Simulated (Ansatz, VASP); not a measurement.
# BeTe: VASP beside Ansatz

```
Be Te
1.0
     0.00000    2.74965    2.74965
     2.74965    0.00000    2.74965
     2.74965    2.74965    0.00000
Be Te
1 1
Direct
  0.00000 0.00000 0.00000
  0.25000 0.25000 0.25000
```

Alike in both runs: task single point; functional LDA; k mesh 8 × 8 × 8; no spin polarisation.

|  | VASP | Ansatz |
| --- | --- | --- |
| version | VASP 6.6.1 | Ansatz 0.2.0 |
| potentials or method | VASP PAW LDA potentials, release 64 (Be, Te), cutoff 600 eV | scalar-relativistic, plane waves, PAW |
| occupations | gaussian, width 0.01 eV | fixed |
| valence electrons in the cell | 8 | 18 |

Ansatz gave:

| Item | Value |
| --- | --- |
| gap on the k mesh at the Fermi level (eV) | 1.71 |
| least direct gap on the mesh (eV) | 3.56 |

**Question.** Which values does VASP return?

**Answer.** gap on the k mesh at the Fermi level (eV): 1.69; least direct gap on the mesh (eV): 3.52.

Ansatz warns that its potentials were made for another functional, while VASP's fit it. LDA's correlation is that of Perdew and Zunger in VASP and of Perdew and Wang (1992) in Ansatz. VASP's potentials hold 8 valence electrons a cell and Ansatz's 18, so a difference there can come from the potentials and not from the codes.

Neither program's run includes spin-orbit coupling.
